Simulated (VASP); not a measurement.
# Ag (Fm-3m) in VASP: a series of runs, part 2 of 2

VASP 6.6.1. Earlier steps stand in the parts before.

## 3. Single point, PBE+D3(BJ)

Contents of INCAR:

```
ALGO = Normal
EDIFF = 1E-6
ENCUT = 520
GGA = PE
ISIF = 2
ISMEAR = -1
IVDW = 12
LASPH = T
LCHARG = F
LREAL = F
LWAVE = F
NBANDS = 12
NELM = 60
PREC = Accurate
SIGMA = 0.05
```

Contents of KPOINTS:

```
k-points
0
Gamma
  11 11 11
```

Contents of POSCAR:

```
Ag
1.0
    0.0000000000      2.0427500000      2.0427500000
    2.0427500000      0.0000000000      2.0427500000
    2.0427500000      2.0427500000      0.0000000000
Ag
1
Direct
    0.0000000000      0.0000000000      0.0000000000
```

Potentials or basis: VASP PAW PBE potentials, release 64 (Ag).

Run with:

```console
cat potpaw_PBE.64/Ag/POTCAR > POTCAR
mpirun -np 1 vasp_std > vasp.out
```

Run time: 5.8 s. Hardware: 1 thread of Intel Xeon Platinum 8488C (Sapphire Rapids), shared host; peak memory 0.15 GiB.

It converged, with:

```yaml
Free_energy: -3.2996 eV
Pressure: -1.5 GPa
Dispersion_energy_per_atom: -0.589 eV
```

Levels at points of the mesh, in eV from the Fermi level:
```
           k point  band 3  band 4  band 5  band 6  band 7  band 8  band 9  band 10
(0.00, 0.00, 0.00)   -5.06   -5.06   -4.03   -4.03   15.78   19.36   19.36    19.36
```

Caveat: three body term missing; pairwise dispersion overbinds metals, which lowers pressure and volume.

## 4. Single point, PBE+D4

This run uses another cell than the first one, of 16.96 Å³/atom, 0.996 times its volume.

Contents of INCAR:

```
ALGO = Normal
EDIFF = 1E-6
ENCUT = 520
GGA = PE
ISIF = 2
ISMEAR = -1
IVDW = 13
LASPH = True
LCHARG = True
LELF = True
LREAL = False
LVHAR = True
LWAVE = False
NBANDS = 12
NELM = 100
PREC = Accurate
SIGMA = 0.05
```

KPOINTS is that of step 3.

Contents of POSCAR:

```
Ag
1.0
    0.0000000000      2.0393095767      2.0393095767
    2.0393095767      0.0000000000      2.0393095767
    2.0393095767      2.0393095767      0.0000000000
Ag
1
Direct
    0.0000000000      0.0000000000      0.0000000000
```

Run with:

```console
cat potpaw_PBE.64/Ag/POTCAR > POTCAR
mpirun -np 1 vasp_std > vasp.out
```

Wall time 7.1 s (1 thread of Intel Xeon Platinum 8488C (Sapphire Rapids), shared host); peak memory 0.14 GiB.

The run converged. Its results:

| Item | Value |
| --- | --- |
| Free energy | -3.2787 eV |
| Pressure | -0.2 GPa |
| Dispersion energy per atom | -0.571 eV |

Levels at points of the mesh, in eV from the Fermi level:
```
           k point  band 3  band 4  band 5  band 6  band 7  band 8  band 9  band 10
(0.00, 0.00, 0.00)   -5.08   -5.08   -4.04   -4.04   15.79   19.40   19.40    19.40
```

Caveat: pairwise dispersion overbinds metals, which lowers pressure and volume.

## 5. Single point, PBE

This run uses another cell than the first one, of 17.80 Å³/atom, 1.045 times its volume.

Contents of INCAR:

```
SYSTEM = Ag
ALGO     = Normal         ! electronic algorithm
EDIFF    = 1E-6           ! SCF threshold, eV
ENCUT    = 520            ! plane-wave cutoff, eV
GGA      = PE             ! functional
ISIF     = 2              ! what is computed and relaxed
ISMEAR   = -1             ! smearing method
LASPH    = .True.         ! aspherical terms in the spheres
LCHARG   = .False.        ! write CHGCAR
LREAL    = .False.        ! projectors in reciprocal space
LWAVE    = .False.        ! write WAVECAR
NBANDS   = 12             ! bands
NELM     = 80             ! most SCF steps
PREC     = Accurate       ! precision mode
SIGMA    = 0.05           ! smearing width, eV
```

Contents of KPOINTS:

```
k-points
0
Gamma
  11 11 11
  0 0 0
```

Contents of POSCAR:

```
Ag
1.0
    0.0000000000      2.0723172865      2.0723172865
    2.0723172865      0.0000000000      2.0723172865
    2.0723172865      2.0723172865      0.0000000000
Ag
1
Direct
    0.0000000000      0.0000000000      0.0000000000
```

Potentials or basis: VASP PAW PBE potentials, release 64 (Ag).

Run with:

```console
cat potpaw_PBE.64/Ag/POTCAR > POTCAR
mpirun -np 1 vasp_std > vasp.out
```

OUTCAR:

```text
SYSTEM = Ag
   EDIFF = 1E-6
   ENCUT = 520
   GGA = PE
   ISIF = 2
   ISMEAR = -1
   LASPH = .True.
   LREAL = .False.
   NELM = 80
   PREC = Accurate

 ion  position               nearest neighbor table
   1  0.000  0.000  0.000-

  LATTYP: Found a face centered cubic cell.
 ALAT       =     4.1446345730

  Lattice vectors:

 A1 = (   0.0000000000,   2.0723172865,   2.0723172865)
 A2 = (   2.0723172865,   0.0000000000,   2.0723172865)
 A3 = (   2.0723172865,   2.0723172865,   0.0000000000)

Analysis of symmetry for initial positions (statically):
=====================================================================
 Subroutine PRICEL returns:
 Original cell was already a primitive cell.

 Routine SETGRP: Setting up the symmetry group for a
 face centered cubic supercell.

 Subroutine GETGRP returns: Found 48 space group operations
 (whereof 48 operations were pure point group operations)
 out of a pool of 48 trial point group operations.

The static configuration has the point symmetry O_h .

Analysis of symmetry for dynamics (positions and initial velocities):
=====================================================================
 Subroutine PRICEL returns:
[... 160 lines left out ...]
 Fermi energy:         8.1142646641

 k-point     1 :       0.0000    0.0000    0.0000
  band No.  band energies     occupation
      1       0.3892      2.00000
      2       3.1859      2.00000
      3       3.1859      2.00000
      4       3.1859      2.00000
      5       4.1430      2.00000
      6       4.1430      2.00000
      7      23.7714      0.00000
      8      27.0956      0.00000
      9      27.0956      0.00000
     10      27.0956      0.00000
     11      31.8022      0.00000
     12      32.6720      0.00000
[... 331 lines left out ...]
 k-point    24 :      -0.1818    0.1818    0.0000
  band No.  band energies     occupation
      1       2.3449      2.00000
      2       2.8200      2.00000
      3       3.3963      2.00000
      4       3.7566      2.00000
      5       3.7866      2.00000
      6       5.2385      2.00000
      7      19.4547      0.00000
      8      19.8304      0.00000
      9      26.1529      0.00000
     10      27.9777      0.00000
     11      28.3786      0.00000
     12      31.7863      0.00000

 [... further k-points ...]
[... 5 lines left out ...]
  --------------------------------------------------------------------------------------
  -------------------------------------------------------------------------------------
  Total       -0.0113156     -0.0113156     -0.0113156     -0.0000000      0.0000000      0.0000000
  in kB       -1.0185632     -1.0185632     -1.0185632     -0.0000000      0.0000000      0.0000000
  external PRESSURE =      -1.0185632 kB  Pullay stress =       0.0000000 kB

 VOLUME and BASIS-vectors are now :
 -----------------------------------------------------------------------------
  energy-cutoff  :      520.00
  volume of cell :       17.80
      direct lattice vectors                 reciprocal lattice vectors
     0.000000000  2.072317287  2.072317287    -0.241275795  0.241275795  0.241275795
     2.072317287  0.000000000  2.072317287     0.241275795 -0.241275795  0.241275795
     2.072317287  2.072317287  0.000000000     0.241275795  0.241275795 -0.241275795

 POSITION                                       TOTAL-FORCE (eV/Angst)
 -----------------------------------------------------------------------------------
      0.00000      0.00000      0.00000         0.000000      0.000000      0.000000
 -----------------------------------------------------------------------------------
    total drift:                               -0.000000      0.000000      0.000000

  FREE ENERGIE OF THE ION-ELECTRON SYSTEM (eV)
  ---------------------------------------------------
  free  energy   TOTEN  =        -2.7202072301 eV

  energy  without entropy=       -2.7165535128  energy(sigma->0) =       -2.71838037
```

stdout:

```text
POSCAR found type information on POSCAR Ag
 POSCAR found :  1 types and       1 ions
 scaLAPACK will be used
 LDA part: xc-table for (Slater+PW92), standard interpolation
 POSCAR, INCAR and KPOINTS ok, starting setup
 FFT: planning ... GRIDC
 FFT: planning ... GRID_SOFT
 FFT: planning ... GRID
 WAVECAR not read
 entering main loop
```

It took 5.8 s on 1 thread of Intel Xeon Platinum 8488C (Sapphire Rapids), shared host; peak memory 0.14 GiB.

Results:

```yaml
Free_energy: -2.7202 eV
Pressure: -0.1 GPa
```

Levels at points of the mesh, in eV from the Fermi level:
```tsv
k point	band 2	band 3	band 4	band 5	band 6	band 7	band 8	band 9	band 10	band 11
(0.00, 0.00, 0.00)	-4.93	-4.93	-4.93	-3.97	-3.97	15.66	18.98	18.98	18.98	23.69
```

## 6. Relaxation of cell and atoms, PBE

Contents of INCAR:

```
SYSTEM = Ag
PREC = Accurate
ENCUT = 600
EDIFF = 1E-6
ISMEAR = -1
SIGMA = 0.05
LREAL = .False.
LASPH = .True.
NELM = 80
ALGO = Normal
ISIF = 3
LWAVE = .False.
LCHARG = .False.
GGA = PE
IBRION = 2
NSW = 60
EDIFFG = -0.01
```

Contents of KPOINTS:

```
Automatic mesh
0
Gamma
  11 11 11
  0 0 0
```

Contents of POSCAR:

```
Ag
1.0
    0.0000000000      2.0427500000      2.0427500000
    2.0427500000      0.0000000000      2.0427500000
    2.0427500000      2.0427500000      0.0000000000
Ag
1
Direct
    0.0000000000      0.0000000000      0.0000000000
```

Potentials or basis: VASP PAW PBE potentials, release 64 (Ag).

Run with:

```console
cat potpaw_PBE.64/Ag/POTCAR > POTCAR
mpirun -np 1 vasp_std > vasp.out
```

Run time: 12 s. Hardware: 1 thread of Intel Xeon Platinum 8488C (Sapphire Rapids), shared host; peak memory 0.15 GiB.

Results (log left out):

```
Free energy                            : -2.7195 eV
Relaxed volume                         : 17.77 Å³/atom
Relaxed cell                           : a = 2.929 Å, b = 2.929 Å, c = 2.929 Å, α = 60.00°, β = 60.00°, γ = 60.00°
Space group after relaxing (to 0.05 Å) : Fm-3m (No. 225)
Energy gained by relaxing              : 9.1 meV/atom
Ionic steps                            : 3
Pressure after relaxing                : 0.0 GPa
```

The path:
```tsv
step	energy change (eV)	largest force (eV/Å)	pressure (GPa)	volume (Å³)
1	0.0000	0.0000	4.23	17.05
2	-0.0066	0.0000	-1.90	18.18
3	-0.0091	0.0000	0.01	17.77
```

Final structure:
```
Ag
1.0
     0.00000    2.07121    2.07121
     2.07121    0.00000    2.07121
     2.07121    2.07121    0.00000
Ag
1
Direct
  0.00000 0.00000 0.00000
```

Levels at points of the mesh, in eV from the Fermi level:
```
           k point  band 4  band 5  band 6  band 7  band 8  band 9
(0.00, 0.00, 0.00)   -4.93   -3.97   -3.97   15.66   19.00   19.00
```

PBE usually gives volumes a little too large and moduli too small. Zero-point motion and thermal expansion aren't in these numbers.

## 7. The runs side by side

| task | level | cell | cutoff (eV) | gap on the mesh (eV) | pressure (GPa) |
| --- | --- | --- | --- | --- | --- |
| single point | PBE+D3(BJ) | a = 2.888 Å, angles 60.0°, 1 atom | 520 | none | -1.4 |
| single point | PBE+D3(BJ) | a = 2.889 Å, angles 60.0°, 1 atom | 520 | none | -1.5 |
| single point | PBE+D4 | a = 2.884 Å, angles 60.0°, 1 atom | 520 | none | -0.2 |
| single point | PBE | a = 2.931 Å, angles 60.0°, 1 atom | 520 | none | -0.1 |
| relaxation of cell and atoms | PBE | relaxed from a = 2.889 Å, angles 60.0°, 1 atom | 600 | none | 0.0 |

Alike in all rows: potentials or basis VASP PAW PBE potentials, release 64 (Ag); no spin polarisation; k mesh 11 × 11 × 11; smearing fermi-dirac 0.05 eV.

Caveats: pairwise dispersion overbinds metals, which lowers pressure and volume (some runs); three body term missing (some runs).

Absolute energies hang on the potentials; compare differences alone.
